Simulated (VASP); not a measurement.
A run of VASP 6.6.1 is set up as follows.

INCAR

```
PREC = Accurate
ENCUT = 520
EDIFF = 1E-6
ISMEAR = 0
SIGMA = 0.1
LREAL = False
LASPH = True
NELM = 60
ALGO = Normal
ISIF = 2
LWAVE = False
LCHARG = False
GGA = PE
NBANDS = 34
```

File KPOINTS:

```
Automatic mesh
0
Gamma
  6 6 4
```

File POSCAR:

```
LiZr3N2
1.0
    4.6390269000      0.0000000000      0.0000000000
   -2.3195134500      4.0175151400      0.0000000000
    0.0000000000      0.0000000000      5.3324036200
Li Zr N
1 3 2
Direct
    0.0000000000      0.0000000000      0.0000000000
    0.5000000000      0.0000000000      0.5000000000
    0.0000000000      0.5000000000      0.5000000000
    0.5000000000      0.5000000000      0.5000000000
    0.0000000000      0.0000000000      0.7110241900
    0.0000000000      0.0000000000      0.2889758100
```

Potentials or basis: VASP PAW PBE potentials, release 64 (Li_sv, Zr_sv, N).

Command:

```console
$ cat potpaw_PBE.64/Li_sv/POTCAR potpaw_PBE.64/Zr_sv/POTCAR potpaw_PBE.64/N/POTCAR > POTCAR
$ mpirun -np 1 vasp_std > vasp.out
```

Problem. Estimate the largest force.

Solution. 4.986 eV/Å.

Forces in eV/Å, atoms in the order of the input:
```
Li   0.000  0.000  0.000
Zr   0.000  0.000  0.000
Zr   0.000  0.000  0.000
Zr   0.000  0.000  0.000
N    0.000  0.000 -4.986
N    0.000  0.000  4.986
```

Caveat: forces of over 1 eV/Å act on the atoms, so gaps and moduli don't describe the material at rest.
